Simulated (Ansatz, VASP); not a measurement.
# Two plane-wave programs on ZrTa2C2

Contents of INCAR:

```
SYSTEM = ZrTa2C2
PREC     = Accurate       ! precision mode
ENCUT    = 600            ! plane-wave cutoff, eV
EDIFF    = 1E-7           ! SCF threshold, eV
ISMEAR   = 0              ! smearing method
SIGMA    = 0.1            ! smearing width, eV
LREAL    = .False.        ! projectors in reciprocal space
LASPH    = .True.         ! aspherical terms in the spheres
NELM     = 60             ! most SCF steps
ALGO     = Normal         ! electronic algorithm
ISIF     = 3              ! what is computed and relaxed
LWAVE    = .False.        ! write WAVECAR
LCHARG   = .False.        ! write CHGCAR
GGA      = PE             ! functional
IBRION   = 2              ! ionic algorithm
NSW      = 100            ! ionic steps
EDIFFG   = -0.01          ! ionic threshold
```

File KPOINTS:

```
regular mesh
0
Gamma
  12 12 6
  0 0 0
```

File POSCAR:

```
ZrTa2C2
1.0
    3.2065482528      0.0000000000      0.0000000000
   -1.6032741264      2.7769522454      0.0000000000
    0.0000000000      0.0000000000      7.6927368604
Zr Ta C
1 2 2
Direct
    0.0000000000      0.0000000000      0.0000000000
    0.3333333333      0.6666666667      0.3339131895
    0.6666666667      0.3333333333      0.6660868105
    0.3333333333      0.6666666667      0.8116054332
    0.6666666667      0.3333333333      0.1883945668
```

Input for Ansatz:

```yaml
crystal:
  lattice:
    - [3.2065482528, 0.0, 0.0]
    - [-1.6032741264, 2.7769522454, 0.0]
    - [0.0, 0.0, 7.6927368604]
  atoms:
    - { symbol: Zr, position: [0.0, 0.0, 0.0] }
    - { symbol: Ta, position: [0.3333333333, 0.6666666667, 0.3339131895] }
    - { symbol: Ta, position: [0.6666666667, 0.3333333333, 0.6660868105] }
    - { symbol: C, position: [0.3333333333, 0.6666666667, 0.8116054332] }
    - { symbol: C, position: [0.6666666667, 0.3333333333, 0.1883945668] }
basis:
  ecutwfc: 420
kpoints:
  mp_grid: { grid: [12, 12, 6] }
hamiltonian:
  xc: pbe
scf:
  occupations: { method: gaussian, width: 0.1 }
output:
  forces: true
  stress: true
  eigenvalues: true
relax:
  adjacent_minimum: "off"
  f_tol: 0.01
  max_steps: 80
  cell: { stress_tol: 0.05 }
```

Change from the starting cell: species swapped into the Tb2SeO2 type (P-3m1, No. 164).

Alike in both runs: task relaxation of cell and atoms; functional PBE; k mesh 12 × 12 × 6; occupations gaussian, width 0.1 eV; no spin polarisation.

|  | VASP | Ansatz |
| --- | --- | --- |
| version | VASP 6.6.1 | Ansatz 0.2.0 |
| potentials or method | VASP PAW PBE potentials, release 64 (Zr_sv, Ta_pv, C), cutoff 600 eV | scalar-relativistic, plane waves, PAW |
| valence electrons in the cell | 42 | 46 |

Ansatz gave:

```
gap on the k mesh at the Fermi level, each at its own relaxed structure (eV) : none
relaxed volume (Å³/atom)                                                     : 13.72
relaxed cell length with the largest relative difference (Å)                 : 7.700
```

Estimate VASP's values.

gap on the k mesh at the Fermi level, each at its own relaxed structure (eV): none; relaxed volume (Å³/atom): 13.73; relaxed cell length with the largest relative difference (Å): 7.703.

A gap of «none» marks a metal or a gap that the smearing closes. VASP's potentials hold 42 valence electrons a cell and Ansatz's 46, so a difference there can come from the potentials and not from the codes.

Spin-orbit coupling is off throughout.
